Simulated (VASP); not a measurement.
InGa3AsP, 6 atoms in the cell. It takes space group P4/mmm (No. 123, tetragonal). Conventional cell: a = 5.191 Å, b = 5.191 Å, c = 5.440 Å, α = 90.00°, β = 90.00°, γ = 90.00°. In (site symmetry 4/mmm) has 2 As at 2.72 Å within 3.6 Å. Within 3.4 Å of Ga (site symmetry mmm) lie 2 Ga at 2.60 Å and 2 As at 2.60 Å. Within 3.4 Å of Ga (site symmetry 4/mmm) lie 4 Ga at 2.60 Å and 2 P at 2.72 Å. P (site symmetry 4/mmm) has 2 Ga at 2.72 Å within 3.6 Å. As (site symmetry 4/mmm) has 4 Ga at 2.60 Å and 2 In at 2.72 Å within 3.4 Å. 

* Program: VASP 6.6.1
* Task: single point
* Functional: PBE
* Potentials or basis: VASP PAW PBE potentials, release 64 (In_d, Ga_d, P, As)
* Cutoff: 520 eV
* k mesh: 4 × 4 × 4
* Occupations: gaussian, width 0.1 eV
* Spin: no spin polarisation
* Dipole correction: no
* Further INCAR settings: ALGO = Normal; EDIFF = 1e-06; NBANDS = 40

Potentials or basis: VASP PAW PBE potentials, release 64 (In_d, Ga_d, P, As).

Command:

```sh
$ cat potpaw_PBE.64/In_d/POTCAR potpaw_PBE.64/Ga_d/POTCAR potpaw_PBE.64/P/POTCAR potpaw_PBE.64/As/POTCAR > POTCAR
$ mpirun -np 1 vasp_std > vasp.out
```

Hardware: 1 thread of Intel(R) Xeon(R) Platinum 8488C (Sapphire Rapids), on a shared host.

How long does it take, and how much memory?

It took 80 s on 1 thread of Intel(R) Xeon(R) Platinum 8488C (Sapphire Rapids), on a shared host, peak memory 0.3 GiB. Counts: scf iterations 14, k points 18.
